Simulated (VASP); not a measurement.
# Ti2Al (Fm-3m) in VASP: further runs

The runs below take Ti2Al through single point, relaxation of cell and atoms, with PBE.

Everything below comes from runs of VASP 6.6.1. Logs are shortened: lines on timing, memory, paths and dates and some standing lists are left out, and cuts for length are marked.

## 1. The cell of the first run

The structure is cubic, space group Fm-3m (No. 225). The conventional cell has a = 5.991 Å, b = 5.991 Å, c = 5.991 Å, α = 90.00°, β = 90.00°, γ = 90.00°. Within 3.4 Å of Ti (site symmetry -43m) lie 4 Al at 2.59 Å and 6 Ti at 3.00 Å. Al (site symmetry m-3m) has 8 Ti at 2.59 Å within 3.4 Å.

The cell was built from a structure type or drawn by symmetry, and may not be a known phase.

## 2. Single point, PBE

INCAR reads:

```
ALGO = Normal
EDIFF = 1E-6
ENCUT = 520
GGA = PE
ISIF = 2
ISMEAR = 0
LASPH = True
LCHARG = True
LELF = True
LREAL = False
LVHAR = True
LWAVE = False
NBANDS = 20
NELM = 60
PREC = Accurate
SIGMA = 0.1
```

KPOINTS reads:

```
k-points
0
Gamma
  6 6 6
```

POSCAR reads:

```
Ti2Al
1.0
    0.0000000000      2.9953450800      2.9953450800
    2.9953450800      0.0000000000      2.9953450800
    2.9953450800      2.9953450800      0.0000000000
Ti Al
2 1
Direct
    0.2500000000      0.2500000000      0.2500000000
    0.7500000000      0.7500000000      0.7500000000
    0.0000000000      0.0000000000      0.0000000000
```

Potentials or basis: VASP PAW PBE potentials, release 64 (Ti_sv, Al).

On the command line:

```
cat potpaw_PBE.64/Ti_sv/POTCAR potpaw_PBE.64/Al/POTCAR > POTCAR
mpirun -np 1 vasp_std > vasp.out
```

OUTCAR:

```text
EDIFF = 1E-6
   ENCUT = 520
   GGA = PE
   ISIF = 2
   ISMEAR = 0
   LASPH = True
   LREAL = False
   NELM = 60
   PREC = Accurate

 ion  position               nearest neighbor table
   1  0.250  0.250  0.250-   3 2.59   3 2.59   3 2.59   3 2.59
   2  0.750  0.750  0.750-   3 2.59   3 2.59   3 2.59   3 2.59
   3  0.000  0.000  0.000-   2 2.59   2 2.59   2 2.59   1 2.59   2 2.59   1 2.59   1 2.59   1 2.59

  LATTYP: Found a face centered cubic cell.
 ALAT       =     5.9906901600

  Lattice vectors:

 A1 = (   0.0000000000,   2.9953450800,   2.9953450800)
 A2 = (   2.9953450800,   0.0000000000,   2.9953450800)
 A3 = (   2.9953450800,   2.9953450800,   0.0000000000)

Analysis of symmetry for initial positions (statically):
=====================================================================
 Subroutine PRICEL returns:
 Original cell was already a primitive cell.

 Routine SETGRP: Setting up the symmetry group for a
 face centered cubic supercell.

 Subroutine GETGRP returns: Found 48 space group operations
 (whereof 48 operations were pure point group operations)
 out of a pool of 48 trial point group operations.

The static configuration has the point symmetry O_h .

Analysis of symmetry for dynamics (positions and initial velocities):
=====================================================================
 Subroutine PRICEL returns:
 Original cell was already a primitive cell.

 Routine SETGRP: Setting up the symmetry group for a
 face centered cubic supercell.

 Subroutine GETGRP returns: Found 48 space group operations
 (whereof 48 operations were pure point group operations)
 out of a pool of 48 trial point group operations.

The dynamic configuration has the point symmetry O_h .

 Subroutine INISYM returns: Found 48 space group operations
 (whereof 48 operations are pure point group operations),
 and found     1 'primitive' translations

----------------------------------------------------------------------------------------

                                     Primitive cell

  volume of cell :      53.7490

  direct lattice vectors                    reciprocal lattice vectors
     0.000000000  2.995345080  2.995345080    -0.166925675  0.166925675  0.166925675
     2.995345080  0.000000000  2.995345080     0.166925675 -0.166925675  0.166925675
     2.995345080  2.995345080  0.000000000     0.166925675  0.166925675 -0.166925675

  length of vectors
     4.236057636  4.236057636  4.236057636     0.289123751  0.289123751  0.289123751

  position of ions in fractional coordinates (direct lattice)
     0.250000000  0.250000000  0.250000000
     0.750000000  0.750000000  0.750000000
     0.000000000  0.000000000  0.000000000

  ion indices of the primitive-cell ions
   primitive index   ion index
                 1           1
                 2           2
                 3           3

----------------------------------------------------------------------------------------

 KPOINTS: k-points

Automatic generation of k-mesh.
 Grid dimensions read from file:
 generate k-points for:    6    6    6

 Generating k-lattice:

  Cartesian coordinates                     Fractional coordinates (reciprocal lattice)
    -0.027820946  0.027820946  0.027820946     0.166666667  0.000000000  0.000000000
     0.027820946 -0.027820946  0.027820946     0.000000000  0.166666667  0.000000000
     0.027820946  0.027820946 -0.027820946     0.000000000  0.000000000  0.166666667

  Length of vectors
     0.048187292  0.048187292  0.048187292

  Shift w.r.t. Gamma in fractional coordinates (k-lattice)
     0.000000000  0.000000000  0.000000000

 Subroutine IBZKPT returns following result:
 ===========================================

 Found     16 irreducible k-points:

 Following reciprocal coordinates:
            Coordinates               Weight
  0.000000  0.000000  0.000000      1.000000
  0.166667  0.000000  0.000000      8.000000
  0.333333  0.000000  0.000000      8.000000
  0.500000  0.000000  0.000000      4.000000
  0.166667  0.166667  0.000000      6.000000
  0.333333  0.166667  0.000000     24.000000
[... 8 lines left out ...]
 -0.333333  0.333333  0.166667     24.000000
 -0.333333  0.500000  0.166667     12.000000
   k-points           NKPTS =     16   k-points in BZ     NKDIM =     16   number of bands    NBANDS=     20
   number of dos      NEDOS =    301   number of ions     NIONS =      3
   total plane-waves  NPLWV =  32768
   dimension x,y,z NGX =    32 NGY =   32 NGZ =   32
   dimension x,y,z NGXF=    64 NGYF=   64 NGZF=   64
   ions per type =               2   1
   NGX,Y,Z   is equivalent  to a cutoff of  12.56, 12.56, 12.56 a.u.
   NGXF,Y,Z  is equivalent  to a cutoff of  25.12, 25.12, 25.12 a.u.
 SYSTEM =  unknown system
   PREC   = accura    normal or accurate (medium, high low for compatibility)
   ISTART =      0    job   : 0-new  1-cont  2-samecut
   ICHARG =      2    charge: 1-file 2-atom 10-const
   ISPIN  =      1    spin polarized calculation?
   LNONCOLLINEAR =      F non collinear calculations
   LSORBIT =      F    spin-orbit coupling
   LASPH  =      T    aspherical Exc in radial PAW
   ENCUT  =  520.0 eV  38.22 Ry    6.18 a.u.   7.88  7.88  7.88*2*pi/ulx,y,z
   NELM   =     60;   NELMIN=  2; NELMDL= -5     # of ELM steps
   EDIFF  = 0.1E-05   stopping-criterion for ELM
   LREAL  =      F    real-space projection
[... 7 lines left out ...]
   TEBEG  =    0.0;   TEEND  =   0.0 temperature during run
   PSTRESS=    0.0 pullay stress
   NELECT =      27.0000    total number of electrons
   NUPDOWN=      -1.0000    fix difference up-down
   EMIN   =  10.00;   EMAX   =-10.00  energy-range for DOS
   EFERMI =   0.00;   METHOD = LEGACY
   ISMEAR =     0;   SIGMA  =   0.10  broadening in eV -4-tet -1-fermi 0-gaus
   EFERMI_NEDOS =   21; number of points for ismear=-14 and -15
   IALGO  =     38    algorithm
   IMIX   =      4    mixing-type and parameters
     AMIX     =   0.40;   BMIX     =  1.00
     AMIX_MAG =   1.60;   BMIX_MAG =  1.00
  volume/ion in A,a.u.               =      17.92       120.91
  Fermi-wavevector in a.u.,A,eV,Ry     =   1.301385  2.459262 23.042877  1.693604
  Thomas-Fermi vector in A             =   2.432522
   LORBIT       =      0    0 simple, 1 ext, 2 COOP (PROOUT), +10 PAW based schemes
   GGA     = PE    functional components
   LHFCALC =     F    Hartree Fock is set to
   AEXX    =    0.0000 exact exchange contribution
   IVDW    =     0    specifies the selected vdW correction
   LEPSILON=     F    determine dielectric tensor
   LRPA    =     F    only Hartree local field effects (RPA)
 non-spin polarized calculation
 Gauss-broadening in eV      SIGMA  =   0.10
  energy-cutoff  :      520.00
  volume of cell :       53.75
 maximum number of plane-waves:      1464
   NGX = 15   NGY = 15   NGZ = 15

 number of electron      27.0000011 magnetization

 Free energy of the ion-electron system (eV)
  ---------------------------------------------------
  ext. energy  EPLUGINS =         0.00000000
  ---------------------------------------------------
  free energy    TOTEN  =       -18.41995993 eV

  energy without entropy =      -18.40267836  energy(sigma->0) =      -18.41131915

 E-fermi :   7.0467     XC(G=0): -10.7341

 val. band max:        7.0271940147   @ k =  -0.3333   0.5000   0.1667
 cond. band min:       7.0502864034   @ k =   0.5000   0.5000   0.0000
 fundamental gap:      0.0230923887
 Fermi energy:         7.0466839311

 k-point     1 :       0.0000    0.0000    0.0000
  band No.  band energies     occupation
      1     -49.6250      2.00000
      2     -49.5384      2.00000
      3     -25.9538      2.00000
      4     -25.9538      2.00000
      5     -25.9538      2.00000
      6     -25.7423      2.00000
[... 12 lines left out ...]
     19      10.5957      0.00000
     20      12.8631      0.00000

 k-point     2 :       0.1667    0.0000    0.0000
  band No.  band energies     occupation
      1     -49.6190      2.00000
      2     -49.5440      2.00000
      3     -25.9427      2.00000
      4     -25.9404      2.00000
      5     -25.9404      2.00000
      6     -25.7605      2.00000
[... 12 lines left out ...]
     19       9.9382      0.00000
     20      11.2048      0.00000

 k-point     3 :       0.3333    0.0000    0.0000
  band No.  band energies     occupation
      1     -49.6028      2.00000
      2     -49.5596      2.00000
      3     -25.9108      2.00000
      4     -25.9033      2.00000
      5     -25.9033      2.00000
      6     -25.8065      2.00000
[... 12 lines left out ...]
     19       8.9984      0.00000
     20       9.1969      0.00000

 k-point     4 :       0.5000    0.0000    0.0000
  band No.  band energies     occupation
      1     -49.5811      2.00000
      2     -49.5810      2.00000
      3     -25.8662      2.00000
      4     -25.8583      2.00000
      5     -25.8526      2.00000
      6     -25.8526      2.00000
[... 12 lines left out ...]
     19       8.3459      0.00000
     20       8.4292      0.00000

 k-point     5 :       0.1667    0.1667    0.0000
  band No.  band energies     occupation
      1     -49.6175      2.00000
      2     -49.5454      2.00000
      3     -25.9625      2.00000
      4     -25.9625      2.00000
      5     -25.8893      2.00000
      6     -25.8149      2.00000
[... 12 lines left out ...]
     19      10.5785      0.00000
     20      11.8069      0.00000
[... 169 lines left out ...]
      6     -25.7173      2.00000
[... 12 lines left out ...]
     19       8.9962      0.00000
     20       9.7991      0.00000

 k-point    14 :       0.5000    0.3333    0.1667
  band No.  band energies     occupation
      1     -49.5954      2.00000
      2     -49.5666      2.00000
      3     -25.9897      2.00000
      4     -25.9490      2.00000
      5     -25.9136      2.00000
      6     -25.7932      2.00000
[... 12 lines left out ...]
     19       9.4077      0.00000
     20       9.8392      0.00000

 k-point    15 :      -0.3333    0.3333    0.1667
  band No.  band energies     occupation
      1     -49.5809      2.00000
      2     -49.5808      2.00000
      3     -25.9907      2.00000
      4     -25.9851      2.00000
      5     -25.8545      2.00000
      6     -25.8543      2.00000
[... 12 lines left out ...]
     19       9.0659      0.00000
     20       9.1509      0.00000

 k-point    16 :      -0.3333    0.5000    0.1667
  band No.  band energies     occupation
      1     -49.5879      2.00000
      2     -49.5736      2.00000
      3     -26.0190      2.00000
      4     -25.9983      2.00000
      5     -25.9217      2.00000
      6     -25.7861      2.00000
[... 12 lines left out ...]
     19       8.8654      0.00000
     20       9.4745      0.00000

------------------------ aborting loop because EDIFF is reached ----------------------------------------

  FORCE on cell =-STRESS in cart. coord.  units (eV):
  Direction    XX          YY          ZZ          XY          YZ          ZX
  --------------------------------------------------------------------------------------
  -------------------------------------------------------------------------------------
  Total        3.1820081      3.1820081      3.1820081     -0.0000000     -0.0000000     -0.0000000
  in kB       94.8508609     94.8508609     94.8508609     -0.0000000     -0.0000000     -0.0000000
  external PRESSURE =      94.8508609 kB  Pullay stress =       0.0000000 kB

 VOLUME and BASIS-vectors are now :
 -----------------------------------------------------------------------------
  energy-cutoff  :      520.00
  volume of cell :       53.75
      direct lattice vectors                 reciprocal lattice vectors
     0.000000000  2.995345080  2.995345080    -0.166925675  0.166925675  0.166925675
     2.995345080  0.000000000  2.995345080     0.166925675 -0.166925675  0.166925675
     2.995345080  2.995345080  0.000000000     0.166925675  0.166925675 -0.166925675

 POSITION                                       TOTAL-FORCE (eV/Angst)
 -----------------------------------------------------------------------------------
      1.49767      1.49767      1.49767        -0.000000     -0.000000     -0.000000
      4.49302      4.49302      4.49302         0.000000      0.000000      0.000000
      0.00000      0.00000      0.00000        -0.000000     -0.000000     -0.000000
 -----------------------------------------------------------------------------------
    total drift:                               -0.000000     -0.000000      0.000000

  FREE ENERGIE OF THE ION-ELECTRON SYSTEM (eV)
  ---------------------------------------------------
  free  energy   TOTEN  =       -18.4199599339 eV

  energy  without entropy=      -18.4026783598  energy(sigma->0) =      -18.41131915
```

It took 34 s on 1 thread of Intel Xeon 8259CL, shared host; peak memory 0.18 GiB.

Results:

```
Free energy            : -18.4200 eV
Pressure               : 9.5 GPa
Band gap on the k mesh : zero (an odd number of electrons rules out a gap without spin polarisation)
```

Caveat: the cell stands under pressure.

## 3. Single point, PBE

This run uses another cell than the first one, of 19.69 Å³/atom.

INCAR reads:

```
ALGO     = Normal         # electronic algorithm
EDIFF    = 1E-6           # SCF threshold, eV
ENCUT    = 520            # plane-wave cutoff, eV
GGA      = PE             # functional
ISIF     = 2              # what is computed and relaxed
ISMEAR   = 0              # smearing method
LASPH    = T              # aspherical terms in the spheres
LCHARG   = T              # write CHGCAR
LELF     = T              # ELF
LREAL    = F              # projectors in reciprocal space
LVHAR    = T            
LWAVE    = F              # write WAVECAR
NBANDS   = 20             # bands
NELM     = 100            # most SCF steps
PREC     = Accurate       # precision mode
SIGMA    = 0.1            # smearing width, eV
```

KPOINTS is that of step 2.

POSCAR reads:

```
Ti2Al
1.0
    0.0000000000      3.0912951057      3.0912951057
    3.0912951057      0.0000000000      3.0912951057
    3.0912951057      3.0912951057      0.0000000000
Ti Al
2 1
Direct
    0.2500000000      0.2500000000      0.2500000000
    0.7500000000      0.7500000000      0.7500000000
    0.0000000000      0.0000000000      0.0000000000
```

Potentials or basis: VASP PAW PBE potentials, release 64 (Ti_sv, Al).

On the command line:

```
cat potpaw_PBE.64/Ti_sv/POTCAR potpaw_PBE.64/Al/POTCAR > POTCAR
mpirun -np 1 vasp_std > vasp.out
```

Wall time 45 s (1 thread of Intel Xeon 8259CL, shared host); peak memory 0.2 GiB.

It converged, with:

* Free energy: -18.5673 eV
* Pressure: -0.1 GPa
* Band gap on the k mesh: zero (an odd number of electrons rules out a gap without spin polarisation)

Levels at points of the mesh, in eV from the Fermi level:
```
           k point  band 12  band 13  band 14  band 15  band 16  band 17
(0.00, 0.00, 0.00)    -1.61    -0.81    -0.81     2.23     2.23     2.23
(0.50, 0.00, 0.00)    -0.89     0.23     0.23     1.07     1.07     1.12
(0.50, 0.50, 0.00)    -0.55    -0.20    -0.09    -0.09     1.32     1.32
```

## 4. Relaxation of cell and atoms, PBE

INCAR reads:

```
SYSTEM = Ti2Al
  PREC = Accurate
  ENCUT = 600
  EDIFF = 1E-6
  ISMEAR = 0
  SIGMA = 0.1
  LREAL = .FALSE.
  LASPH = .TRUE.
  NELM = 100
  ALGO = Normal
  ISIF = 3
  LWAVE = .FALSE.
  LCHARG = .FALSE.
  GGA = PE
  IBRION = 2
  NSW = 90
  EDIFFG = -0.04
```

KPOINTS reads:

```
Automatic mesh
0
G
  6 6 6
  0 0 0
```

POSCAR reads:

```
Ti2Al
1.0
    0.0000000000      2.9953450800      2.9953450800
    2.9953450800      0.0000000000      2.9953450800
    2.9953450800      2.9953450800      0.0000000000
Ti Al
2 1
Direct
    0.2500000000      0.2500000000      0.2500000000
    0.7500000000      0.7500000000      0.7500000000
    0.0000000000      0.0000000000      0.0000000000
```

On the command line:

```
cat potpaw_PBE.64/Ti_sv/POTCAR potpaw_PBE.64/Al/POTCAR > POTCAR
mpirun -np 1 vasp_std > vasp.out
```

Run time: 93 s. Hardware: 1 thread of Intel Xeon 8259CL, shared host; peak memory 0.22 GiB.

It converged, with:

| Item | Value |
| --- | --- |
| Free energy | -18.5658 eV |
| Relaxed volume | 19.68 Å³/atom |
| Relaxed cell | a = 4.371 Å, b = 4.371 Å, c = 4.371 Å, α = 60.00°, β = 60.00°, γ = 60.00° |
| Space group after relaxing (to 0.1 Å) | Fm-3m (No. 225) |
| Energy gained by relaxing | 48.7 meV/atom |
| Ionic steps | 3 |
| Pressure after relaxing | 0.0 GPa |
| Band gap on the k mesh | zero (an odd number of electrons rules out a gap without spin polarisation) |

The path:
```csv
step,energy change (eV),largest force (eV/Å),pressure (GPa),volume (Å³)
1,0.0000,0.0000,9.49,53.75
2,-0.0974,0.0000,-4.38,62.44
3,-0.1460,0.0000,-0.01,59.04
```

Final structure:
```
Ti Al
1.0
     0.00000    3.09058    3.09058
     3.09058    0.00000    3.09058
     3.09058    3.09058    0.00000
Ti Al
2 1
Direct
  0.25000 0.25000 0.25000
  0.75000 0.75000 0.75000
  0.00000 0.00000 0.00000
```

Levels at points of the mesh, in eV from the Fermi level:
| k point | band 12 | band 13 | band 14 | band 15 | band 16 | band 17 |
| --- | --- | --- | --- | --- | --- | --- |
| (0.00, 0.00, 0.00) | -1.61 | -0.81 | -0.81 | 2.23 | 2.23 | 2.23 |
| (0.50, 0.00, 0.00) | -0.89 | 0.23 | 0.23 | 1.07 | 1.07 | 1.14 |
| (0.50, 0.50, 0.00) | -0.55 | -0.20 | -0.09 | -0.09 | 1.33 | 1.33 |

## 5. Overview

```csv
task,cell,cutoff (eV),gap on the mesh (eV),pressure (GPa)
single point,"a = 4.236 Å, angles 60.0°, 3 atoms",520,none,9.5
single point,"a = 4.372 Å, angles 60.0°, 3 atoms",520,none,-0.1
relaxation of cell and atoms,"relaxed from a = 4.236 Å, angles 60.0°, 3 atoms",600,none,0.0
```

Alike in all rows: level PBE; potentials or basis VASP PAW PBE potentials, release 64 (Ti_sv, Al); no spin polarisation; k mesh 6 × 6 × 6; smearing gaussian 0.1 eV.

Caveats: the cell stands under pressure (at least some runs).

Absolute energies hang on the potentials; compare differences alone.
